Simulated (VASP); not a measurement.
# Ir4Ru (P6_3/mmc) in VASP: single point with PBE

Aim: the single point of Ir4Ru with PBE.

All numbers are computed with VASP 6.6.1; they aren't measurements. Logs are shortened: lines on timing, memory, paths and dates and some standing lists are left out, and cuts for length are marked.

## 1. The cell of the first run

It takes space group P6_3/mmc (No. 194, hexagonal). The conventional cell has a = 2.744 Å, b = 2.744 Å, c = 22.065 Å, α = 90.00°, β = 90.00°, γ = 120.00°. Ru (site symmetry -6m2) has 6 Ir at 2.67 Å and 6 Ru at 2.74 Å within 3.5 Å. Ir (site symmetry 3m) has 3 Ru at 2.67 Å and 9 Ir at 2.74 to 2.75 Å within 3.5 Å. Within 3.6 Å of Ir (site symmetry 3m) lie 12 Ir at 2.73 to 2.75 Å.

## 2. Single point, PBE, collinear spin, ferromagnetic start

The input, INCAR:

```
  PREC = Accurate
  ENCUT = 520
  EDIFF = 1E-7
  ISMEAR = 0
  SIGMA = 0.1
  LREAL = False
  LASPH = True
  NELM = 150
  ALGO = Fast
  ISIF = 2
  LWAVE = False
  LCHARG = False
  ISPIN = 2
  MAGMOM = 1 1 1 1 1 1 1 1 1 1
  LORBIT = 11
  LMAXMIX = 4
  GGA = PE
  NBANDS = 65
```

The input, KPOINTS:

```
regular mesh
0
Gamma
  6 6 1
```

The input, POSCAR:

```
Ir4Ru
1.0
    2.7444621000      0.0000000000      0.0000000000
   -1.3722310000      2.3767739000      0.0000000000
    0.0000000000      0.0000000000     22.0651438000
Ru Ir
2 8
Direct
    0.3333333000      0.6666667000      0.2500000000
    0.6666667000      0.3333333000      0.7500000000
    0.3333333000      0.6666667000      0.6523470000
    0.3333333000      0.6666667000      0.8476530000
    0.3333333000      0.6666667000      0.0505000000
    0.3333333000      0.6666667000      0.4495000000
    0.6666667000      0.3333333000      0.9495000000
    0.6666667000      0.3333333000      0.1523470000
    0.6666667000      0.3333333000      0.3476530000
    0.6666667000      0.3333333000      0.5505000000
```

Potentials or basis: VASP PAW PBE potentials, release 64 (Ru_pv, Ir).

Run with:

```console
cat potpaw_PBE.64/Ru_pv/POTCAR potpaw_PBE.64/Ir/POTCAR > POTCAR
mpirun -np 1 vasp_std > vasp.out
```

OUTCAR:

```text
PREC = Accurate
   ENCUT = 520
   EDIFF = 1E-7
   ISMEAR = 0
   LREAL = False
   LASPH = True
   NELM = 150
   ISIF = 2
   ISPIN = 2
   LORBIT = 11
   GGA = PE

 ion  position               nearest neighbor table
   1  0.333  0.667  0.250-   8 2.67   9 2.67   8 2.67   9 2.67   8 2.67   9 2.67
   2  0.667  0.333  0.750-   3 2.67   4 2.67   3 2.67   4 2.67   3 2.67   4 2.67
   3  0.333  0.667  0.652-   2 2.67   2 2.67   2 2.67  10 2.75  10 2.75  10 2.75
   4  0.333  0.667  0.848-   2 2.67   2 2.67   2 2.67   7 2.75   7 2.75   7 2.75
   5  0.333  0.667  0.050-   7 2.73   7 2.73   7 2.73   8 2.75   8 2.75   8 2.75
   6  0.333  0.667  0.450-  10 2.73  10 2.73  10 2.73   9 2.75   9 2.75   9 2.75
   7  0.667  0.333  0.950-   5 2.73   5 2.73   5 2.73   4 2.75   4 2.75   4 2.75
   8  0.667  0.333  0.152-   1 2.67   1 2.67   1 2.67   5 2.75   5 2.75   5 2.75
   9  0.667  0.333  0.348-   1 2.67   1 2.67   1 2.67   6 2.75   6 2.75   6 2.75
  10  0.667  0.333  0.550-   6 2.73   6 2.73   6 2.73   3 2.75   3 2.75   3 2.75

  LATTYP: Found a hexagonal cell.
 ALAT       =     2.7444621000
 C/A-ratio  =     8.0398792171

  Lattice vectors:

 A1 = (   2.7444621000,   0.0000000000,   0.0000000000)
 A2 = (  -1.3722310000,   2.3767739000,   0.0000000000)
 A3 = (   0.0000000000,   0.0000000000,  22.0651438000)

Analysis of symmetry for initial positions (statically):
=====================================================================
 Subroutine PRICEL returns:
 Original cell was already a primitive cell.

 Routine SETGRP: Setting up the symmetry group for a
 hexagonal supercell.

 Subroutine GETGRP returns: Found 24 space group operations
 (whereof 12 operations were pure point group operations)
 out of a pool of 24 trial point group operations.

The static configuration has the point symmetry D_3d.
 The point group associated with its full space group is D_6h.

Analysis of symmetry for dynamics (positions and initial velocities):
=====================================================================
 Subroutine PRICEL returns:
 Original cell was already a primitive cell.

 Routine SETGRP: Setting up the symmetry group for a
 hexagonal supercell.

 Subroutine GETGRP returns: Found 24 space group operations
 (whereof 12 operations were pure point group operations)
 out of a pool of 24 trial point group operations.

The dynamic configuration has the point symmetry D_3d.
 The point group associated with its full space group is D_6h.

Analysis of structural, dynamic, and magnetic symmetry:
=====================================================================
 Subroutine PRICEL returns:
 Original cell was already a primitive cell.

 Routine SETGRP: Setting up the symmetry group for a
 hexagonal supercell.

 Subroutine GETGRP returns: Found 24 space group operations
 (whereof 12 operations were pure point group operations)
 out of a pool of 24 trial point group operations.

The overall configuration has the point symmetry D_3d.
 The point group associated with its full space group is D_6h.

 Subroutine INISYM returns: Found 24 space group operations
 (whereof 12 operations are pure point group operations),
 and found     1 'primitive' translations

----------------------------------------------------------------------------------------

                                     Primitive cell

  volume of cell :     143.9302

  direct lattice vectors                    reciprocal lattice vectors
     2.744462100  0.000000000  0.000000000     0.364370126  0.210369182  0.000000000
    -1.372231000  2.376773900  0.000000000     0.000000000  0.420738380  0.000000000
     0.000000000  0.000000000 22.065143800     0.000000000  0.000000000  0.045320348

  length of vectors
     2.744462100  2.744462076 22.065143800     0.420738376  0.420738380  0.045320348

  position of ions in fractional coordinates (direct lattice)
     0.333333300  0.666666700  0.250000000
     0.666666700  0.333333300  0.750000000
     0.333333300  0.666666700  0.652347000
     0.333333300  0.666666700  0.847653000
     0.333333300  0.666666700  0.050500000
     0.333333300  0.666666700  0.449500000
     0.666666700  0.333333300  0.949500000
[... 64 lines left out ...]
   ISPIN  =      2    spin polarized calculation?
   LNONCOLLINEAR =      F non collinear calculations
   LSORBIT =      F    spin-orbit coupling
   LASPH  =      T    aspherical Exc in radial PAW
   ENCUT  =  520.0 eV  38.22 Ry    6.18 a.u.   5.10  5.10 41.03*2*pi/ulx,y,z
   NELM   =    150;   NELMIN=  2; NELMDL= -5     # of ELM steps
   EDIFF  = 0.1E-06   stopping-criterion for ELM
   LREAL  =      F    real-space projection
   EDIFFG = 0.1E-05   stopping-criterion for IOM
   NSW    =      0    number of steps for IOM
   IBRION =     -1    ionic relax: 0-MD 1-quasi-New 2-CG
   NFREE  =      0    steps in history (QN), initial steepest desc. (CG)
   ISIF   =      2    stress and relaxation
   ISYM   =      2    0-nonsym 1-usesym 2-fastsym
   POTIM  = 0.5000    time-step for ionic-motion
   TEBEG  =    0.0;   TEEND  =   0.0 temperature during run
   PSTRESS=    0.0 pullay stress
   NELECT =     100.0000    total number of electrons
   NUPDOWN=      -1.0000    fix difference up-down
   EMIN   =  10.00;   EMAX   =-10.00  energy-range for DOS
   EFERMI =   0.00;   METHOD = LEGACY
   ISMEAR =     0;   SIGMA  =   0.10  broadening in eV -4-tet -1-fermi 0-gaus
   EFERMI_NEDOS =   21; number of points for ismear=-14 and -15
   IALGO  =     68    algorithm
   IMIX   =      4    mixing-type and parameters
     AMIX     =   0.40;   BMIX     =  1.00
     AMIX_MAG =   1.60;   BMIX_MAG =  1.00
  volume/ion in A,a.u.               =      14.39        97.13
  Fermi-wavevector in a.u.,A,eV,Ry     =   1.449965  2.740037 28.604871  2.102399
  Thomas-Fermi vector in A             =   2.567631
   LORBIT       =     11    0 simple, 1 ext, 2 COOP (PROOUT), +10 PAW based schemes
   GGA     = PE    functional components
   LHFCALC =     F    Hartree Fock is set to
   AEXX    =    0.0000 exact exchange contribution
   IVDW    =     0    specifies the selected vdW correction
   LEPSILON=     F    determine dielectric tensor
   LRPA    =     F    only Hartree local field effects (RPA)
 spin polarized calculation
 RMM-DIIS sequential band-by-band and
 Gauss-broadening in eV      SIGMA  =   0.10
  energy-cutoff  :      520.00
  volume of cell :      143.93
 maximum number of plane-waves:      3898
   NGX = 11   NGY = 11   NGZ = 83

 number of electron      99.9999998 magnetization       7.7297676

 number of electron     100.0000000 magnetization       0.0005694

 number of electron     100.0000000 magnetization      -0.0000311

 Free energy of the ion-electron system (eV)
  ---------------------------------------------------
  ext. energy  EPLUGINS =         0.00000000
  ---------------------------------------------------
  free energy    TOTEN  =       -88.67135654 eV

  energy without entropy =      -88.59401757  energy(sigma->0) =      -88.63268706

 E-fermi :  10.5197     XC(G=0): -13.8598

 val. band max:       10.5058438972   @ k =   0.1667   0.1667   0.0000
 cond. band min:      10.5503606815   @ k =   0.0000   0.0000   0.0000
 fundamental gap:      0.0445167843
 Fermi energy:        10.5197251225

 spin component 1

 k-point     1 :       0.0000    0.0000    0.0000
  band No.  band energies     occupation
      1     -32.9406      1.00000
      2     -32.9406      1.00000
      3     -32.4492      1.00000
      4     -32.4492      1.00000
      5     -32.4492      1.00000
      6     -32.4492      1.00000
[... 444 lines left out ...]
     61      16.0558      0.00000
     62      16.0558      0.00000
 Fermi energy:        10.5197251225

 spin component 2

 k-point     1 :       0.0000    0.0000    0.0000
  band No.  band energies     occupation
      1     -32.9406      1.00000
      2     -32.9405      1.00000
      3     -32.4492      1.00000
      4     -32.4492      1.00000
      5     -32.4492      1.00000
      6     -32.4492      1.00000
[... 444 lines left out ...]
     61      16.0558      0.00000
     62      16.0558      0.00000
 [bands above 62 left out]

------------------------ aborting loop because EDIFF is reached ----------------------------------------

  FORCE on cell =-STRESS in cart. coord.  units (eV):
  Direction    XX          YY          ZZ          XY          YZ          ZX
  --------------------------------------------------------------------------------------
  -------------------------------------------------------------------------------------
  Total        3.6479096      3.6479096     -3.9087934      0.0000001      0.0000000      0.0000000
  in kB       40.6071752     40.6071752    -43.5112367      0.0000009      0.0000000      0.0000000
  external PRESSURE =      12.5677046 kB  Pullay stress =       0.0000000 kB

 VOLUME and BASIS-vectors are now :
 -----------------------------------------------------------------------------
  energy-cutoff  :      520.00
  volume of cell :      143.93
      direct lattice vectors                 reciprocal lattice vectors
     2.744462100  0.000000000  0.000000000     0.364370126  0.210369182  0.000000000
    -1.372231000  2.376773900  0.000000000     0.000000000  0.420738380  0.000000000
     0.000000000  0.000000000 22.065143800     0.000000000  0.000000000  0.045320348

 POSITION                                       TOTAL-FORCE (eV/Angst)
 -----------------------------------------------------------------------------------
     -0.00000      1.58452      5.51629         0.000000     -0.000000      0.000000
      1.37223      0.79226     16.54886        -0.000000      0.000000      0.000000
     -0.00000      1.58452     14.39413         0.000000      0.000000      0.044614
     -0.00000      1.58452     18.70359        -0.000000      0.000000     -0.044614
     -0.00000      1.58452      1.11429        -0.000000     -0.000000     -0.103495
     -0.00000      1.58452      9.91828         0.000000     -0.000000      0.103495
      1.37223      0.79226     20.95085        -0.000000     -0.000000      0.103495
      1.37223      0.79226      3.36156         0.000000     -0.000000      0.044614
      1.37223      0.79226      7.67101         0.000000     -0.000000     -0.044614
      1.37223      0.79226     12.14686        -0.000000     -0.000000     -0.103495
 -----------------------------------------------------------------------------------
    total drift:                               -0.000142      0.000082     -0.000046

  FREE ENERGIE OF THE ION-ELECTRON SYSTEM (eV)
  ---------------------------------------------------
  free  energy   TOTEN  =       -88.6713565422 eV

  energy  without entropy=      -88.5940175715  energy(sigma->0) =      -88.63268706

 total charge

# of ion       s       p       d       tot
------------------------------------------
    1        0.378   6.306   5.921  12.605
    2        0.378   6.306   5.921  12.605
    3        0.677   0.712   6.948   8.337
    4        0.677   0.712   6.948   8.337
    5        0.655   0.695   6.954   8.303
    6        0.655   0.695   6.954   8.303
    7        0.655   0.695   6.954   8.303
    8        0.677   0.712   6.948   8.337
    9        0.677   0.712   6.948   8.337
   10        0.655   0.695   6.954   8.303
--------------------------------------------------
tot          6.081  18.240  67.449  91.771

 magnetization (x)

# of ion       s       p       d       tot
------------------------------------------
    1       -0.000   0.000   0.000  -0.000
    2       -0.000   0.000   0.000  -0.000
    3        0.000   0.000  -0.000  -0.000
    4        0.000   0.000  -0.000  -0.000
    5       -0.000  -0.000  -0.000  -0.000
    6       -0.000  -0.000  -0.000  -0.000
    7       -0.000  -0.000  -0.000  -0.000
    8        0.000   0.000  -0.000  -0.000
    9        0.000   0.000  -0.000  -0.000
   10       -0.000  -0.000  -0.000  -0.000
--------------------------------------------------
tot         -0.000   0.000  -0.000  -0.000
```

Wall time 2.7 min (1 thread of Intel Xeon 6975P-C (Granite Rapids), shared host); peak memory 0.35 GiB.

What came out:

```yaml
Free_energy: -88.6714 eV
Pressure: 1.3 GPa
Largest_force: 0.103 eV/Å
Band_gap_on_the_k_mesh: zero (filled and empty bands overlap)
Net_moment: 0.00 μB per cell
Valence_electrons_inside_the_program's_atomic_spheres: Ru 12.61; Ir 8.34, 8.30 (each value once)
```

Forces in eV/Å, atoms in the order of the input:
```
Ru   0.000  0.000  0.000
Ru   0.000  0.000  0.000
Ir   0.000  0.000  0.045
Ir   0.000  0.000 -0.045
Ir   0.000  0.000 -0.103
Ir   0.000  0.000  0.103
Ir   0.000  0.000  0.103
Ir   0.000  0.000  0.045
Ir   0.000  0.000 -0.045
Ir   0.000  0.000 -0.103
```

Stress tensor (GPa, compression positive):
```
 4.06  0.00  0.00
 0.00  4.06  0.00
 0.00  0.00 -4.35
```

Caveat: the k points lie up to 0.44 Å⁻¹ apart, too coarse for converged energies and pressures of a metal; spin-orbit coupling is left out, which moves the levels of the heavy elements.
